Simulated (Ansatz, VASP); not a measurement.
One calculation of Ga, two programs

Contents of POSCAR:

```
Ga
1.0
    2.7057638448      0.0000000000      0.0000000000
    0.0000000000      2.7057638448      0.0000000000
    0.0000000000      0.0000000000      2.7057638448
Ga
1
Direct
    0.0000000000      0.0000000000      0.0000000000
```

The input INCAR.step1:

```
SYSTEM = Ga
PREC = Accurate ; ENCUT = 520
ISMEAR = -1 ; SIGMA = 0.1
LREAL = .FALSE. ; LASPH = .TRUE.
NELM = 60 ; NBANDS = 12
GGA = PE ; ALGO = Normal
EDIFF = 1E-4 ; LWAVE = .TRUE.
LCHARG = .FALSE.
```

Contents of INCAR.step2:

```
SYSTEM = Ga
PREC = Accurate ; ENCUT = 520
EDIFF = 1E-6 ; ISMEAR = -1
SIGMA = 0.1 ; LREAL = .FALSE.
LASPH = .TRUE. ; NELM = 60
ALGO = Normal ; ISIF = 2
LWAVE = .FALSE. ; LCHARG = .TRUE.
METAGGA = R2SCAN ; LMIXTAU = .TRUE.
LELF = .TRUE. ; LVHAR = .TRUE.
NBANDS = 12 ; ISTART = 1
```

Contents of KPOINTS:

```
regular mesh
0
G
  13 13 13
  0 0 0
```

Input for Ansatz:

```yaml
crystal:
  lattice:
    - [2.7057638448, 0.0, 0.0]
    - [0.0, 2.7057638448, 0.0]
    - [0.0, 0.0, 2.7057638448]
  atoms:
    - { symbol: Ga, position: [0.0, 0.0, 0.0] }
hamiltonian:
  xc: r2scan
  pseudopotentials:
    kind: paw
    azcp:
      Ga: "pseudopotentials/Ga.paw.azcp"
basis:
  ecutwfc: 500
  fft_grid_basis: typed
kpoints:
  mp_grid: { grid: [13, 13, 13], shift: [0, 0, 0] }
magnetization:
  spin_polarized: false
scf:
  occupations: { method: fermi_dirac, width: 0.1 }
  lower_state_search: "off"
output:
  stress: true
```

Alike in both runs: task single point; functional r2SCAN; k mesh 13 × 13 × 13; occupations fermi-dirac, width 0.1 eV; no spin polarisation.

|  | VASP | Ansatz |
| --- | --- | --- |
| version | VASP 6.6.1 | Ansatz 0.2.0 |
| potentials or method | VASP PAW PBE potentials, release 64 (Ga_d), cutoff 520 eV | plane waves (500 eV) with PAW, scalar-relativistic |
| valence electrons in the cell | 13 | 13 |

|  | VASP | Ansatz | Ansatz less VASP |
| --- | --- | --- | --- |
| pressure (GPa) | -1.8 | -1.9 | -0.08 |

VASP's potentials were made for PBE, not for r2SCAN.
